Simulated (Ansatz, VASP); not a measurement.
**One calculation of Li, two programs**

```xyz
1
Lattice="-1.7547 1.7547 1.7547 1.7547 -1.7547 1.7547 1.7547 1.7547 -1.7547" Properties=species:S:1:pos:R:3 pbc="T T T"
Li    0.0000    0.0000    0.0000
```

Alike in both runs: task relaxation of cell and atoms; functional PBE; k mesh 15 × 15 × 15; occupations fermi-dirac, width 0.05 eV; no spin polarisation.

|  | VASP | Ansatz |
| --- | --- | --- |
| version | VASP 6.6.1 | Ansatz 0.2.0 |
| potentials or method | VASP PAW PBE potentials, release 64 (Li_sv), cutoff 600 eV | plane-wave PAW DFT |
| valence electrons in the cell | 3 | 3 |

```tsv
	VASP	Ansatz	Ansatz less VASP
relaxed volume (Å³/atom)	20.11	20.19	+0.079
relaxed cell length with the largest relative difference (Å)	2.967	2.971	+0.0039
```

Noted on VASP's run: the cutoff is short for stress, so the pressure is rough.
